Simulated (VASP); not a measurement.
# La2O3 (P-62m) in VASP: a series of runs

La2O3 is run at these levels: LDA; tasks: single point.

Everything below comes from runs of VASP 6.6.1. Logs are shortened: lines on timing, memory, paths and dates and some standing lists are left out, and cuts for length are marked.

## Step 1: The cell of the first run

Symmetry: P-62m, No. 189, hexagonal system. Conventional cell: a = 6.267 Å, b = 6.267 Å, c = 3.300 Å, α = 90.00°, β = 90.00°, γ = 120.00°. Within 3.2 Å of La (site symmetry -6) lie 6 O at 2.45 Å. O (site symmetry m2m) has 4 La at 2.45 Å and 4 O at 3.13 Å within 3.2 Å.

## Step 2: Single point, LDA

The input, INCAR:

```
SYSTEM = La2O3
PREC = Accurate
ENCUT = 520
EDIFF = 1E-7
ISMEAR = 0
SIGMA = 0.01
LREAL = .FALSE.
LASPH = .TRUE.
NELM = 100
ALGO = Normal
ISIF = 2
LWAVE = .FALSE.
LCHARG = .FALSE.
NBANDS = 28
```

The input, KPOINTS:

```
Automatic mesh
0
G
  2 2 3
  0 0 0
```

The input, POSCAR:

```
La2O3
1.0
    6.2667802800      0.0000000000      0.0000000000
   -3.1333901400      5.4271909224      0.0000000000
    0.0000000000      0.0000000000      3.2997660000
La O
2 3
Direct
    0.3333333333      0.6666666667      0.5000000000
    0.6666666667      0.3333333333      0.5000000000
    0.4919860100      0.4919860100      0.0000000000
    0.0000000000      0.5080139900      0.0000000000
    0.5080139900      0.0000000000      0.0000000000
```

Potentials or basis: VASP PAW LDA potentials, release 64 (La, O).

The run is started by

```sh
> cat potpaw_LDA.64/La/POTCAR potpaw_LDA.64/O/POTCAR > POTCAR
> mpirun -np 1 vasp_std > vasp.out
```

OUTCAR:

```text
SYSTEM = La2O3
   PREC = Accurate
   ENCUT = 520
   EDIFF = 1E-7
   ISMEAR = 0
   LREAL = .FALSE.
   LASPH = .TRUE.
   NELM = 100
   ISIF = 2

 ion  position               nearest neighbor table
   1  0.333  0.667  0.500-   4 2.45   4 2.45   5 2.45   5 2.45   3 2.45   3 2.45   2 3.62   2 3.62
                             2 3.62
   2  0.667  0.333  0.500-   5 2.45   5 2.45   4 2.45   4 2.45   3 2.45   3 2.45   1 3.62   1 3.62
                             1 3.62
   3  0.492  0.492  0.000-   1 2.45   1 2.45   2 2.45   2 2.45
   4  0.000  0.508  0.000-   1 2.45   1 2.45   2 2.45   2 2.45
   5  0.508  0.000  0.000-   2 2.45   2 2.45   1 2.45   1 2.45

  LATTYP: Found a hexagonal cell.
 ALAT       =     6.2667802800
 C/A-ratio  =     0.5265488580

  Lattice vectors:

 A1 = (   6.2667802800,   0.0000000000,   0.0000000000)
 A2 = (  -3.1333901400,   5.4271909224,   0.0000000000)
 A3 = (   0.0000000000,   0.0000000000,   3.2997660000)

Analysis of symmetry for initial positions (statically):
=====================================================================
 Subroutine PRICEL returns:
 Original cell was already a primitive cell.

 Routine SETGRP: Setting up the symmetry group for a
 hexagonal supercell.

 Subroutine GETGRP returns: Found 12 space group operations
 (whereof 12 operations were pure point group operations)
 out of a pool of 24 trial point group operations.

The static configuration has the point symmetry D_3h.

Analysis of symmetry for dynamics (positions and initial velocities):
=====================================================================
 Subroutine PRICEL returns:
 Original cell was already a primitive cell.

 Routine SETGRP: Setting up the symmetry group for a
 hexagonal supercell.

 Subroutine GETGRP returns: Found 12 space group operations
 (whereof 12 operations were pure point group operations)
 out of a pool of 24 trial point group operations.

The dynamic configuration has the point symmetry D_3h.

 Subroutine INISYM returns: Found 12 space group operations
 (whereof 12 operations are pure point group operations),
 and found     1 'primitive' translations

[... 73 lines left out ...]
   ISPIN  =      1    spin polarized calculation?
   LNONCOLLINEAR =      F non collinear calculations
   LSORBIT =      F    spin-orbit coupling
   LASPH  =      T    aspherical Exc in radial PAW
   ENCUT  =  520.0 eV  38.22 Ry    6.18 a.u.  11.65 11.65  6.14*2*pi/ulx,y,z
   NELM   =    100;   NELMIN=  2; NELMDL= -5     # of ELM steps
   EDIFF  = 0.1E-06   stopping-criterion for ELM
   LREAL  =      F    real-space projection
   EDIFFG = 0.1E-05   stopping-criterion for IOM
   NSW    =      0    number of steps for IOM
   IBRION =     -1    ionic relax: 0-MD 1-quasi-New 2-CG
   NFREE  =      0    steps in history (QN), initial steepest desc. (CG)
   ISIF   =      2    stress and relaxation
   ISYM   =      2    0-nonsym 1-usesym 2-fastsym
   POTIM  = 0.5000    time-step for ionic-motion
   TEBEG  =    0.0;   TEEND  =   0.0 temperature during run
   PSTRESS=    0.0 pullay stress
   NELECT =      40.0000    total number of electrons
   NUPDOWN=      -1.0000    fix difference up-down
   EMIN   =  10.00;   EMAX   =-10.00  energy-range for DOS
   EFERMI =   0.00;   METHOD = LEGACY
   ISMEAR =     0;   SIGMA  =   0.01  broadening in eV -4-tet -1-fermi 0-gaus
   EFERMI_NEDOS =   21; number of points for ismear=-14 and -15
   IALGO  =     38    algorithm
   IMIX   =      4    mixing-type and parameters
     AMIX     =   0.40;   BMIX     =  1.00
     AMIX_MAG =   1.60;   BMIX_MAG =  1.00
  volume/ion in A,a.u.               =      22.45       151.47
  Fermi-wavevector in a.u.,A,eV,Ry     =   1.160719  2.193442 18.330716  1.347270
  Thomas-Fermi vector in A             =   2.297299
   LORBIT       =      0    0 simple, 1 ext, 2 COOP (PROOUT), +10 PAW based schemes
   GGA     = CA    functional components
   LHFCALC =     F    Hartree Fock is set to
   AEXX    =    0.0000 exact exchange contribution
   IVDW    =     0    specifies the selected vdW correction
   LEPSILON=     F    determine dielectric tensor
   LRPA    =     F    only Hartree local field effects (RPA)
 non-spin polarized calculation
 Gauss-broadening in eV      SIGMA  =   0.01
  energy-cutoff  :      520.00
  volume of cell :      112.23
 maximum number of plane-waves:      3031
 NGX is ok and might be reduce to    48
   NGX = 23   NGY = 23   NGZ = 13

 number of electron      39.9999994 magnetization

 Free energy of the ion-electron system (eV)
  ---------------------------------------------------
  ext. energy  EPLUGINS =         0.00000000
  ---------------------------------------------------
  free energy    TOTEN  =       -44.38494474 eV

  energy without entropy =      -44.38494474  energy(sigma->0) =      -44.38494474

 E-fermi :   2.7714     XC(G=0):  -8.8223

 val. band max:        2.6501311676   @ k =   0.0000   0.0000   0.3333
 cond. band min:       4.4700390694   @ k =   0.0000   0.0000   0.0000
 fundamental gap:      1.8199079018
 Fermi energy:         2.7714389681

 k-point     1 :       0.0000    0.0000    0.0000
  band No.  band energies     occupation
      1     -27.2851      2.00000
      2     -27.0546      2.00000
      3     -14.1902      2.00000
      4     -14.1902      2.00000
      5     -12.4534      2.00000
      6     -10.8484      2.00000
[... 113 lines left out ...]
     27       7.5681      0.00000
     28       7.6449      0.00000

------------------------ aborting loop because EDIFF is reached ----------------------------------------

  FORCE on cell =-STRESS in cart. coord.  units (eV):
  Direction    XX          YY          ZZ          XY          YZ          ZX
  --------------------------------------------------------------------------------------
  -------------------------------------------------------------------------------------
  Total       -1.1498767     -1.1498767     -4.6574501      0.0000000      0.0000000      0.0000000
  in kB      -16.4156906    -16.4156906    -66.4899608      0.0000000      0.0000000      0.0000000
  external PRESSURE =     -33.1071140 kB  Pullay stress =       0.0000000 kB

 VOLUME and BASIS-vectors are now :
 -----------------------------------------------------------------------------
  energy-cutoff  :      520.00
  volume of cell :      112.23
      direct lattice vectors                 reciprocal lattice vectors
     6.266780280  0.000000000  0.000000000     0.159571575  0.092128692  0.000000000
    -3.133390140  5.427190922  0.000000000     0.000000000  0.184257384  0.000000000
     0.000000000  0.000000000  3.299766000     0.000000000  0.000000000  0.303051792

 POSITION                                       TOTAL-FORCE (eV/Angst)
 -----------------------------------------------------------------------------------
     -0.00000      3.61813      1.64988        -0.000000      0.000000     -0.000000
      3.13339      1.80906      1.64988        -0.000000      0.000000     -0.000000
      1.54158      2.67010      0.00000         0.035301      0.061143      0.000000
     -1.59181      2.75709      0.00000         0.035301     -0.061143     -0.000000
      3.18361      0.00000      0.00000        -0.070602      0.000000     -0.000000
 -----------------------------------------------------------------------------------
    total drift:                               -0.000000     -0.000000     -0.000000

  FREE ENERGIE OF THE ION-ELECTRON SYSTEM (eV)
  ---------------------------------------------------
  free  energy   TOTEN  =       -44.3849447372 eV

  energy  without entropy=      -44.3849447372  energy(sigma->0) =      -44.38494474
```

stdout:

```text
POSCAR found type information on POSCAR LaO
 POSCAR found :  2 types and       5 ions
 scaLAPACK will be used
 LDA part: xc-table for (Slater(with rela. corr.)+CA(PZ))
 , standard interpolation
 POSCAR, INCAR and KPOINTS ok, starting setup
 FFT: planning ... GRIDC
 FFT: planning ... GRID_SOFT
 FFT: planning ... GRID
 WAVECAR not read
 entering main loop
```

It took 16 s on 1 thread of AMD EPYC 9R14 (Zen 4), shared host; peak memory 0.16 GiB.

What came out:

```
Free energy            : -44.3849 eV
Pressure               : -3.3 GPa
Largest force          : 0.071 eV/Å
Band gap on the k mesh : 1.82 eV, indirect (least direct gap 1.90 eV)
```

Forces on the atoms (eV/Å):
```
La   0.000  0.000  0.000
La   0.000  0.000  0.000
O    0.035  0.061  0.000
O    0.035 -0.061  0.000
O   -0.071  0.000  0.000
```

Stress tensor (GPa, compression positive):
```
-1.64  0.00  0.00
 0.00 -1.64  0.00
 0.00  0.00 -6.65
```

Levels at points of the mesh, in eV from the valence-band top:
```tsv
k point	band 16	band 17	band 18	band 19	band 20	band 21	band 22	band 23	band 24	band 25
(0.00, 0.00, 0.00)	-1.54	-0.59	-0.59	-0.29	-0.08	1.82	3.76	4.29	4.29	5.06
(0.50, 0.00, 0.00)	-1.31	-1.25	-0.76	-0.72	-0.54	3.00	3.81	4.56	4.61	4.68
```

Caveat: the k points lie up to 0.63 Å⁻¹ apart; spin-orbit coupling is left out, which moves the levels of the heavy elements.

## Step 3: Single point, LDA

The input, INCAR:

```
ALGO = Normal ; EDIFF = 1E-7
ENCUT = 520 ; ISIF = 2
ISMEAR = 0 ; LASPH = T
LCHARG = F ; LREAL = F
LWAVE = F ; NBANDS = 28
NELM = 60 ; PREC = Accurate
SIGMA = 0.01
```

The input, KPOINTS:

```
k-points
0
Gamma
  2 2 4
```

POSCAR is that of step 2.

Potentials or basis: VASP PAW LDA potentials, release 64 (La, O).

The run is started by

```sh
> cat potpaw_LDA.64/La/POTCAR potpaw_LDA.64/O/POTCAR > POTCAR
> mpirun -np 1 vasp_std > vasp.out
```

OUTCAR:

```text
EDIFF = 1E-7
   ENCUT = 520
   ISIF = 2
   ISMEAR = 0
   LASPH = T
   LREAL = F
   NELM = 60
   PREC = Accurate

 ion  position               nearest neighbor table
   1  0.333  0.667  0.500-   4 2.45   4 2.45   5 2.45   5 2.45   3 2.45   3 2.45   2 3.62   2 3.62
                             2 3.62
   2  0.667  0.333  0.500-   5 2.45   5 2.45   4 2.45   4 2.45   3 2.45   3 2.45   1 3.62   1 3.62
                             1 3.62
   3  0.492  0.492  0.000-   1 2.45   1 2.45   2 2.45   2 2.45
   4  0.000  0.508  0.000-   1 2.45   1 2.45   2 2.45   2 2.45
   5  0.508  0.000  0.000-   2 2.45   2 2.45   1 2.45   1 2.45

  LATTYP: Found a hexagonal cell.
 ALAT       =     6.2667802800
 C/A-ratio  =     0.5265488580

  Lattice vectors:

 A1 = (   6.2667802800,   0.0000000000,   0.0000000000)
 A2 = (  -3.1333901400,   5.4271909224,   0.0000000000)
 A3 = (   0.0000000000,   0.0000000000,   3.2997660000)

Analysis of symmetry for initial positions (statically):
=====================================================================
 Subroutine PRICEL returns:
 Original cell was already a primitive cell.

 Routine SETGRP: Setting up the symmetry group for a
 hexagonal supercell.

 Subroutine GETGRP returns: Found 12 space group operations
 (whereof 12 operations were pure point group operations)
 out of a pool of 24 trial point group operations.

The static configuration has the point symmetry D_3h.

Analysis of symmetry for dynamics (positions and initial velocities):
=====================================================================
 Subroutine PRICEL returns:
 Original cell was already a primitive cell.

 Routine SETGRP: Setting up the symmetry group for a
 hexagonal supercell.

 Subroutine GETGRP returns: Found 12 space group operations
 (whereof 12 operations were pure point group operations)
 out of a pool of 24 trial point group operations.

The dynamic configuration has the point symmetry D_3h.

 Subroutine INISYM returns: Found 12 space group operations
[... 106 lines left out ...]
  Fermi-wavevector in a.u.,A,eV,Ry     =   1.160719  2.193442 18.330716  1.347270
  Thomas-Fermi vector in A             =   2.297299
   LORBIT       =      0    0 simple, 1 ext, 2 COOP (PROOUT), +10 PAW based schemes
   GGA     = CA    functional components
   LHFCALC =     F    Hartree Fock is set to
   AEXX    =    0.0000 exact exchange contribution
   IVDW    =     0    specifies the selected vdW correction
   LEPSILON=     F    determine dielectric tensor
   LRPA    =     F    only Hartree local field effects (RPA)
 non-spin polarized calculation
 Gauss-broadening in eV      SIGMA  =   0.01
  energy-cutoff  :      520.00
  volume of cell :      112.23
 maximum number of plane-waves:      3048
 NGX is ok and might be reduce to    48
   NGX = 23   NGY = 23   NGZ = 13

 number of electron      39.9999994 magnetization

 Free energy of the ion-electron system (eV)
  ---------------------------------------------------
  ext. energy  EPLUGINS =         0.00000000
  ---------------------------------------------------
  free energy    TOTEN  =       -44.38243057 eV

  energy without entropy =      -44.38243057  energy(sigma->0) =      -44.38243057

 E-fermi :   3.1588     XC(G=0):  -8.8228

 val. band max:        3.0932104800   @ k =   0.0000   0.0000   0.5000
 cond. band min:       4.4696240858   @ k =   0.0000   0.0000   0.0000
 fundamental gap:      1.3764136057
 Fermi energy:         3.1587544405

 k-point     1 :       0.0000    0.0000    0.0000
  band No.  band energies     occupation
      1     -27.2844      2.00000
      2     -27.0539      2.00000
      3     -14.1915      2.00000
      4     -14.1915      2.00000
      5     -12.4556      2.00000
      6     -10.8477      2.00000
[... 175 lines left out ...]
     27       7.5728      0.00000
     28       7.7329      0.00000

------------------------ aborting loop because EDIFF is reached ----------------------------------------

  FORCE on cell =-STRESS in cart. coord.  units (eV):
  Direction    XX          YY          ZZ          XY          YZ          ZX
  --------------------------------------------------------------------------------------
  -------------------------------------------------------------------------------------
  Total       -1.1697131     -1.1697131     -4.4740139      0.0000000      0.0000000      0.0000000
  in kB      -16.6988757    -16.6988757    -63.8712176      0.0000000      0.0000000      0.0000000
  external PRESSURE =     -32.4229896 kB  Pullay stress =       0.0000000 kB

 VOLUME and BASIS-vectors are now :
 -----------------------------------------------------------------------------
  energy-cutoff  :      520.00
  volume of cell :      112.23
      direct lattice vectors                 reciprocal lattice vectors
     6.266780280  0.000000000  0.000000000     0.159571575  0.092128692  0.000000000
    -3.133390140  5.427190922  0.000000000     0.000000000  0.184257384  0.000000000
     0.000000000  0.000000000  3.299766000     0.000000000  0.000000000  0.303051792

 POSITION                                       TOTAL-FORCE (eV/Angst)
 -----------------------------------------------------------------------------------
     -0.00000      3.61813      1.64988        -0.000000     -0.000000      0.000000
      3.13339      1.80906      1.64988        -0.000000     -0.000000      0.000000
      1.54158      2.67010      0.00000         0.035757      0.061932      0.000000
     -1.59181      2.75709      0.00000         0.035757     -0.061932     -0.000000
      3.18361      0.00000      0.00000        -0.071513     -0.000000      0.000000
 -----------------------------------------------------------------------------------
    total drift:                               -0.000000     -0.000000     -0.000000

  FREE ENERGIE OF THE ION-ELECTRON SYSTEM (eV)
  ---------------------------------------------------
  free  energy   TOTEN  =       -44.3824305738 eV

  energy  without entropy=      -44.3824305738  energy(sigma->0) =      -44.38243057
```

It took 21 s on 1 thread of AMD EPYC 9R14 (Zen 4), shared host; peak memory 0.17 GiB.

Results:

```
Free energy            : -44.3824 eV
Pressure               : -3.2 GPa
Largest force          : 0.072 eV/Å
Band gap on the k mesh : 1.38 eV, indirect (least direct gap 1.90 eV)
```

Forces on the atoms (eV/Å):
```
La   0.000  0.000  0.000
La   0.000  0.000  0.000
O    0.036  0.062  0.000
O    0.036 -0.062  0.000
O   -0.072  0.000  0.000
```

Levels at points of the mesh, in eV from the valence-band top:
| k point | band 16 | band 17 | band 18 | band 19 | band 20 | band 21 | band 22 | band 23 | band 24 | band 25 |
| --- | --- | --- | --- | --- | --- | --- | --- | --- | --- | --- |
| (0.00, 0.00, 0.00) | -1.98 | -1.03 | -1.03 | -0.74 | -0.52 | 1.38 | 3.31 | 3.85 | 3.85 | 4.62 |
| (0.50, 0.00, 0.00) | -1.75 | -1.70 | -1.20 | -1.17 | -0.98 | 2.55 | 3.36 | 4.11 | 4.17 | 4.23 |
| (0.00, 0.00, 0.50) | -1.50 | -1.22 | -1.22 | -0.34 | 0.00 | 4.11 | 4.15 | 4.21 | 4.26 | 4.26 |
| (0.50, 0.00, 0.50) | -1.83 | -1.62 | -1.43 | -0.70 | -0.65 | 4.13 | 4.22 | 4.24 | 4.28 | 4.38 |

Caveat: the k points lie up to 0.58 Å⁻¹ apart; spin-orbit coupling is left out, which moves the levels of the heavy elements. A k mesh can miss the band edges.

(Continued in part 2 of 2.)
